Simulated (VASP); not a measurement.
SnSe: relaxation of cell and atoms with r2SCAN+D4

The system is SnSe.

```
Sn Se
1.0
     0.00000    3.01000    3.01000
     3.01000    0.00000    3.01000
     3.01000    3.01000    0.00000
Sn Se
1 1
Direct
  0.00000 0.00000 0.00000
  0.50000 0.50000 0.50000
```

- Program: VASP 6.6.1
- Task: relaxation of cell and atoms
- Functional: r2SCAN
- Dispersion: D4
- Potentials or basis: VASP PAW PBE potentials, release 64 (Sn_d, Se)
- Cutoff: 600 eV
- k mesh: 6 × 6 × 6
- Occupations: gaussian, width 0.01 eV
- Spin: no spin polarisation
- Dipole correction: no
- Further INCAR settings: ALGO = Normal; EDIFF = 1e-06; IBRION = 2; EDIFFG = -0.03; NSW = 100; ISIF = 3

* Relaxed volume: 26.69 Å³/atom
* Relaxed cell: a = 4.226 Å, b = 4.226 Å, c = 4.226 Å, α = 60.00°, β = 60.00°, γ = 60.00°
* Space group after relaxing (to 0.05 Å): Fm-3m (No. 225)
* Energy gained by relaxing: 2.1 meV/atom
* Ionic steps: 3
* Pressure after relaxing: 0.0 GPa
* Band gap on the k mesh: 0.55 eV, direct
* Dispersion energy per atom: -0.136 eV

The path:
```
step  energy change (eV)  largest force (eV/Å)  pressure (GPa)  volume (Å³)
   1              0.0000                0.0000           -1.11        54.54
   2             -0.0038                0.0000            0.34        53.07
   3             -0.0041                0.0000            0.02        53.38
```

Final structure:
```
Sn Se
1.0
     0.00000    2.98851    2.98851
     2.98851    0.00000    2.98851
     2.98851    2.98851    0.00000
Sn Se
1 1
Direct
  0.00000 0.00000 0.00000
  0.50000 0.50000 0.50000
```

Levels at points of the mesh, in eV from the valence-band top:
| k point | band 8 | band 9 | band 10 | band 11 | band 12 | band 13 |
| --- | --- | --- | --- | --- | --- | --- |
| (0.00, 0.00, 0.00) | -2.70 | -2.70 | -2.70 | 4.45 | 4.45 | 4.45 |
| (0.50, 0.00, 0.00) | -2.43 | -2.43 | 0.00 | 0.55 | 1.13 | 1.13 |
| (0.50, 0.50, 0.00) | -6.10 | -4.20 | -4.20 | 3.05 | 5.60 | 5.60 |

Wall time 6 min on 1 thread of AMD EPYC 7R43 64-Core Processor (Zen 3) (shared host), peak memory 0.2 GiB.

Caveat: the PAW data sets were made with another functional, which shifts forces and pressure a little; spin-orbit coupling is left out, which moves the levels of the heavy elements. A k mesh can miss the band edges.
